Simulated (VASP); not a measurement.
# Hg (P6_3/mmc) in VASP: relaxation of cell and atoms with PBE

Aim: the relaxation of cell and atoms of Hg with PBE.

Program: VASP 6.6.1. These are calculated values, not measurements. Logs are shortened: lines on timing, memory, paths and dates and some standing lists are left out, and cuts for length are marked.

## (1) The cell of the first run

It takes space group P6_3/mmc (No. 194, hexagonal). The conventional cell has a = 3.598 Å, b = 3.598 Å, c = 5.583 Å, α = 90.00°, β = 90.00°, γ = 120.00°. Hg (site symmetry -6m2) has 12 Hg at 3.48 to 3.60 Å within 4.6 Å.

## (2) Relaxation of cell and atoms, PBE

Input file INCAR:

```
PREC = Accurate
ENCUT = 600
EDIFF = 1E-6
ISMEAR = -1
SIGMA = 0.05
LREAL = F
LASPH = T
NELM = 80
ALGO = Normal
ISIF = 3
LWAVE = F
LCHARG = F
GGA = PE
IBRION = 2
NSW = 45
EDIFFG = -0.005
```

Input file KPOINTS:

```
regular mesh
0
Gamma
  14 14 8
```

Input file POSCAR:

```
Hg
1.0
    3.5976076671      0.0000000000      0.0000000000
   -1.7988038335      3.1156196325      0.0000000000
    0.0000000000      0.0000000000      5.5830455631
Hg
2
Direct
    0.3333333333      0.6666666667      0.2500000000
    0.6666666667      0.3333333333      0.7500000000
```

Potentials or basis: VASP PAW PBE potentials, release 64 (Hg).

Run with:

```
cat potpaw_PBE.64/Hg/POTCAR > POTCAR
mpirun -np 1 vasp_std > vasp.out
```

OUTCAR:

```text
PREC = Accurate
   ENCUT = 600
   EDIFF = 1E-6
   ISMEAR = -1
   LREAL = F
   LASPH = T
   NELM = 80
   ISIF = 3
   GGA = PE
   IBRION = 2
   NSW = 45
   EDIFFG = -0.005

 ion  position               nearest neighbor table
   1  0.333  0.667  0.250-   2 3.48   2 3.48   2 3.48   2 3.48   2 3.48   2 3.48
   2  0.667  0.333  0.750-   1 3.48   1 3.48   1 3.48   1 3.48   1 3.48   1 3.48

  LATTYP: Found a hexagonal cell.
 ALAT       =     3.5976076671
 C/A-ratio  =     1.5518772695

  Lattice vectors:

 A1 = (   3.5976076671,   0.0000000000,   0.0000000000)
 A2 = (  -1.7988038335,   3.1156196325,   0.0000000000)
 A3 = (   0.0000000000,   0.0000000000,   5.5830455631)

Analysis of symmetry for initial positions (statically):
=====================================================================
 Subroutine PRICEL returns:
 Original cell was already a primitive cell.

 Routine SETGRP: Setting up the symmetry group for a
 hexagonal supercell.

 Subroutine GETGRP returns: Found 24 space group operations
 (whereof 12 operations were pure point group operations)
 out of a pool of 24 trial point group operations.

The static configuration has the point symmetry D_3d.
 The point group associated with its full space group is D_6h.

Analysis of symmetry for dynamics (positions and initial velocities):
=====================================================================
 Subroutine PRICEL returns:
 Original cell was already a primitive cell.

 Routine SETGRP: Setting up the symmetry group for a
 hexagonal supercell.

 Subroutine GETGRP returns: Found 24 space group operations
 (whereof 12 operations were pure point group operations)
 out of a pool of 24 trial point group operations.

The dynamic configuration has the point symmetry D_3d.
 The point group associated with its full space group is D_6h.

 Subroutine INISYM returns: Found 24 space group operations
 (whereof 12 operations are pure point group operations),
 and found     1 'primitive' translations

----------------------------------------------------------------------------------------

                                     Primitive cell

  volume of cell :      62.5791

  direct lattice vectors                    reciprocal lattice vectors
     3.597607667  0.000000000  0.000000000     0.277962494  0.160481721  0.000000000
    -1.798803834  3.115619633  0.000000000     0.000000000  0.320963442  0.000000000
     0.000000000  0.000000000  5.583045563     0.000000000  0.000000000  0.179113709

  length of vectors
     3.597607667  3.597607667  5.583045563     0.320963442  0.320963442  0.179113709

  position of ions in fractional coordinates (direct lattice)
     0.333333333  0.666666667  0.250000000
     0.666666667  0.333333333  0.750000000

  ion indices of the primitive-cell ions
   primitive index   ion index
                 1           1
                 2           2

----------------------------------------------------------------------------------------

 KPOINTS: regular mesh

Automatic generation of k-mesh.
 Grid dimensions read from file:
 generate k-points for:   14   14    8

 Generating k-lattice:

  Cartesian coordinates                     Fractional coordinates (reciprocal lattice)
     0.019854464  0.011462980  0.000000000     0.071428571  0.000000000  0.000000000
     0.000000000  0.022925960  0.000000000     0.000000000  0.071428571  0.000000000
     0.000000000  0.000000000  0.022389214     0.000000000  0.000000000  0.125000000

  Length of vectors
     0.022925960  0.022925960  0.022389214

  Shift w.r.t. Gamma in fractional coordinates (k-lattice)
     0.000000000  0.000000000  0.000000000

 Subroutine IBZKPT returns following result:
 ===========================================

 Found    120 irreducible k-points:

 Following reciprocal coordinates:
            Coordinates               Weight
  0.000000  0.000000  0.000000      1.000000
  0.071429  0.000000  0.000000      6.000000
  0.142857 -0.000000  0.000000      6.000000
  0.214286  0.000000  0.000000      6.000000
  0.285714 -0.000000  0.000000      6.000000
  0.357143  0.000000  0.000000      6.000000
[... 16 lines left out ...]
  0.285714  0.285714  0.000000      6.000000
  0.357143  0.285714  0.000000      6.000000
 [... further k-points ...]
   k-points           NKPTS =    120   k-points in BZ     NKDIM =    120   number of bands    NBANDS=     16
   number of dos      NEDOS =    301   number of ions     NIONS =      2
   total plane-waves  NPLWV =  43200
   dimension x,y,z NGX =    30 NGY =   30 NGZ =   48
   dimension x,y,z NGXF=    60 NGYF=   60 NGZF=   96
   ions per type =               2
   NGX,Y,Z   is equivalent  to a cutoff of  13.86, 13.86, 14.29 a.u.
   NGXF,Y,Z  is equivalent  to a cutoff of  27.73, 27.73, 28.59 a.u.
 SYSTEM =  unknown system
   PREC   = accura    normal or accurate (medium, high low for compatibility)
   ISTART =      0    job   : 0-new  1-cont  2-samecut
   ICHARG =      2    charge: 1-file 2-atom 10-const
   ISPIN  =      1    spin polarized calculation?
   LNONCOLLINEAR =      F non collinear calculations
   LSORBIT =      F    spin-orbit coupling
   LASPH  =      T    aspherical Exc in radial PAW
   ENCUT  =  600.0 eV  44.10 Ry    6.64 a.u.   7.19  7.19 11.15*2*pi/ulx,y,z
   NELM   =     80;   NELMIN=  2; NELMDL= -5     # of ELM steps
   EDIFF  = 0.1E-05   stopping-criterion for ELM
   LREAL  =      F    real-space projection
   EDIFFG = -.5E-02   stopping-criterion for IOM
   NSW    =     45    number of steps for IOM
   IBRION =      2    ionic relax: 0-MD 1-quasi-New 2-CG
   NFREE  =      1    steps in history (QN), initial steepest desc. (CG)
   ISIF   =      3    stress and relaxation
   ISYM   =      2    0-nonsym 1-usesym 2-fastsym
   POTIM  = 0.5000    time-step for ionic-motion
   TEBEG  =    0.0;   TEEND  =   0.0 temperature during run
   PSTRESS=    0.0 pullay stress
   NELECT =      24.0000    total number of electrons
   NUPDOWN=      -1.0000    fix difference up-down
   EMIN   =  10.00;   EMAX   =-10.00  energy-range for DOS
   EFERMI =   0.00;   METHOD = LEGACY
   ISMEAR =    -1;   SIGMA  =   0.05  broadening in eV -4-tet -1-fermi 0-gaus
   EFERMI_NEDOS =   21; number of points for ismear=-14 and -15
   IALGO  =     38    algorithm
   IMIX   =      4    mixing-type and parameters
     AMIX     =   0.40;   BMIX     =  1.00
     AMIX_MAG =   1.60;   BMIX_MAG =  1.00
  volume/ion in A,a.u.               =      31.29       211.15
  Fermi-wavevector in a.u.,A,eV,Ry     =   1.189421  2.247679 19.248452  1.414721
  Thomas-Fermi vector in A             =   2.325528
   LORBIT       =      0    0 simple, 1 ext, 2 COOP (PROOUT), +10 PAW based schemes
   GGA     = PE    functional components
   LHFCALC =     F    Hartree Fock is set to
   AEXX    =    0.0000 exact exchange contribution
   IVDW    =     0    specifies the selected vdW correction
   LEPSILON=     F    determine dielectric tensor
   LRPA    =     F    only Hartree local field effects (RPA)
 conjugate gradient relaxation of ions
 non-spin polarized calculation
  energy-cutoff  :      600.00
  volume of cell :       62.58
 maximum number of plane-waves:      2104
 NGX is ok and might be reduce to    30
   NGX = 15   NGY = 15   NGZ = 23

--------------------------------------- Ionic step        1  -------------------------------------------

 number of electron      24.0000001 magnetization

 Free energy of the ion-electron system (eV)
  ---------------------------------------------------
  ext. energy  EPLUGINS =         0.00000000
  ---------------------------------------------------
  free energy    TOTEN  =        -0.37789586 eV

  energy without entropy =       -0.37776046  energy(sigma->0) =       -0.37782816

------------------------ aborting loop because EDIFF is reached ----------------------------------------

  FORCE on cell =-STRESS in cart. coord.  units (eV):
  Direction    XX          YY          ZZ          XY          YZ          ZX
  --------------------------------------------------------------------------------------
  -------------------------------------------------------------------------------------
  Total        0.0306283      0.0306283      0.0419788      0.0000000      0.0000000      0.0000000
  in kB        0.7841590      0.7841590      1.0747586      0.0000000      0.0000000      0.0000000
  external PRESSURE =       0.8810255 kB  Pullay stress =       0.0000000 kB
[... 93 lines left out ...]
  energy  without entropy=       -0.3779828686  energy(sigma->0) =       -0.37802825

--------------------------------------- Ionic step        4  -------------------------------------------

 number of electron      24.0000003 magnetization

 Free energy of the ion-electron system (eV)
  ---------------------------------------------------
  ext. energy  EPLUGINS =         0.00000000
  ---------------------------------------------------
  free energy    TOTEN  =        -0.37805884 eV

  energy without entropy =       -0.37797981  energy(sigma->0) =       -0.37801932

 E-fermi :   0.3606     XC(G=0):  -9.2738

 val. band max:        0.1095101120   @ k =   0.2143   0.2143   0.0000
 cond. band min:       0.4918667236   @ k =   0.0000   0.0000   0.0000
 fundamental gap:      0.3823566116
 Fermi energy:         0.3606361325

 k-point     1 :       0.0000    0.0000    0.0000
  band No.  band energies     occupation
      1      -6.1865      2.00000
      2      -5.9022      2.00000
      3      -5.4297      2.00000
      4      -5.4297      2.00000
      5      -5.4034      2.00000
      6      -5.3498      2.00000
[... 8 lines left out ...]
     15      10.4203      0.00000
     16      12.4218      0.00000
[... 420 lines left out ...]
  band No.  band energies     occupation
      1      -5.8207      2.00000
      2      -5.5959      2.00000
      3      -5.5584      2.00000
      4      -5.4245      2.00000
      5      -5.3586      2.00000
      6      -5.3376      2.00000
[... 8 lines left out ...]
     15       5.0290      0.00000
     16       5.7927      0.00000

 [... further k-points ...]

------------------------ aborting loop because EDIFF is reached ----------------------------------------

  FORCE on cell =-STRESS in cart. coord.  units (eV):
  Direction    XX          YY          ZZ          XY          YZ          ZX
  --------------------------------------------------------------------------------------
  -------------------------------------------------------------------------------------
  Total       -0.0070114     -0.0070114     -0.0059329     -0.0000000      0.0000000      0.0000000
  in kB       -0.1771409     -0.1771409     -0.1498936     -0.0000000      0.0000000      0.0000000
  external PRESSURE =      -0.1680584 kB  Pullay stress =       0.0000000 kB
[... 17 lines left out ...]
  FREE ENERGIE OF THE ION-ELECTRON SYSTEM (eV)
  ---------------------------------------------------
  free  energy   TOTEN  =        -0.3780588448 eV

  energy  without entropy=       -0.3779798050  energy(sigma->0) =       -0.37801932

 reached required accuracy - stopping structural energy minimisation
```

Wall time 4.6 min (1 thread of Intel Xeon 8259CL, shared host); peak memory 0.29 GiB.

What came out:

* Free energy: -0.3781 eV
* Relaxed volume: 31.71 Å³/atom
* Relaxed cell: a = 3.612 Å, b = 3.612 Å, c = 5.613 Å, α = 90.00°, β = 90.00°, γ = 120.00°
* Space group after relaxing (to 0.1 Å): P6_3/mmc (No. 194)
* Energy gained by relaxing: 0.1 meV/atom
* Ionic steps: 4
* Pressure after relaxing: 0.0 GPa
* Band gap on the k mesh: 0.38 eV (least direct gap 1.33 eV)

The path:
```
step  energy change (eV)  largest force (eV/Å)  pressure (GPa)  volume (Å³)
   1              0.0000                0.0000            0.09        62.58
   2             -0.0001                0.0000            0.07        62.74
   3             -0.0002                0.0000            0.02        63.20
   4             -0.0002                0.0000           -0.02        63.42
```

Final structure:
```xyz
2
Lattice="3.6118 0.0000 0.0000 -1.8059 3.1279 0.0000 0.0000 0.0000 5.6133" Properties=species:S:1:pos:R:3 pbc="T T T"
Hg    0.0000    2.0853    1.4033
Hg    1.8059    1.0426    4.2099
```

Caveat: spin-orbit coupling is left out, which moves the levels of the heavy elements.
